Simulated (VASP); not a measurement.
A run of VASP 6.6.1:

POSCAR

```
Pb
1.0
    3.4396302098      0.0000000000      0.0000000000
   -1.7198151049      2.9788071413      0.0000000000
    0.0000000000      0.0000000000     11.1495546070
Pb
4
Direct
    0.0000000000      0.0000000000      1.0000000000
    0.0000000000      0.0000000000      0.5000000000
    0.3333333333      0.6666666667      0.2500000000
    0.6666666667      0.3333333333      0.7500000000
```

The input INCAR.step1:

```
SYSTEM = Pb
ALGO = Normal
EDIFF = 1E-4
ENCUT = 520
GGA = PE
ISMEAR = -1
LASPH = .True.
LCHARG = .False.
LREAL = .False.
LWAVE = .True.
NBANDS = 36
NELM = 100
PREC = Accurate
SIGMA = 0.1
```

The input INCAR.step2:

```
SYSTEM = Pb
ALGO = Normal
EDIFF = 1E-6
ENCUT = 520
ISIF = 2
ISMEAR = -1
ISTART = 1
LASPH = .True.
LCHARG = .False.
LMIXTAU = .True.
LREAL = .False.
LWAVE = .False.
METAGGA = R2SCAN
NBANDS = 36
NELM = 100
PREC = Accurate
SIGMA = 0.1
```

Contents of KPOINTS:

```
k-points
0
Gamma
  12 12 3
  0 0 0
```

Potentials or basis: VASP PAW PBE potentials, release 64 (Pb_d).

Run with:

```console
$ cat potpaw_PBE.64/Pb_d/POTCAR > POTCAR
$ cp INCAR.step1 INCAR
$ mpirun -np 1 vasp_std > vasp.out
$ cp INCAR.step2 INCAR
$ mpirun -np 1 vasp_std > vasp.out
```

Hardware: 1 thread of Intel Xeon 8259CL (shared host).

Estimate the wall time of this run.

It took 14 min on 1 thread of Intel Xeon 8259CL, on a shared host, peak memory 0.33 GiB. Counts: k points 38.
